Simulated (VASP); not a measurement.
SnTe, 2 atoms in the cell. The structure is cubic, space group Fm-3m (No. 225). Conventional cell: a = 6.302 Å, b = 6.302 Å, c = 6.302 Å, α = 90.00°, β = 90.00°, γ = 90.00°. Within 4.1 Å of Te (site symmetry m-3m) lie 6 Sn at 3.15 Å. Within 4.1 Å of Sn (site symmetry m-3m) lie 6 Te at 3.15 Å. 

* Program: VASP 6.6.1
* Task: relaxation of cell and atoms
* Functional: PBE
* Potentials or basis: VASP PAW PBE potentials, release 64 (Te, Sn_d)
* Cutoff: 600 eV
* k mesh: 7 × 7 × 7
* Occupations: fermi-dirac, width 0.05 eV
* Spin: no spin polarisation
* Target pressure: 10 GPa
* Dipole correction: no
* Further INCAR settings: ALGO = Normal; EDIFF = 1e-07; IBRION = 2; EDIFFG = -0.01; NSW = 60; ISIF = 3

Potentials or basis: VASP PAW PBE potentials, release 64 (Te, Sn_d).

Run with:

```console
$ cat potpaw_PBE.64/Te/POTCAR potpaw_PBE.64/Sn_d/POTCAR > POTCAR
$ mpirun -np 1 vasp_std > vasp.out
```

Hardware: 1 thread of Intel Xeon 8259CL, with other jobs on the host.

Problem. How long does it take, and how much memory?

Solution. Run time: 2.4 min on 1 thread of Intel Xeon 8259CL (shared host), peak memory 0.22 GiB. Counts: scf iterations 44, k points 20, ion steps 4.
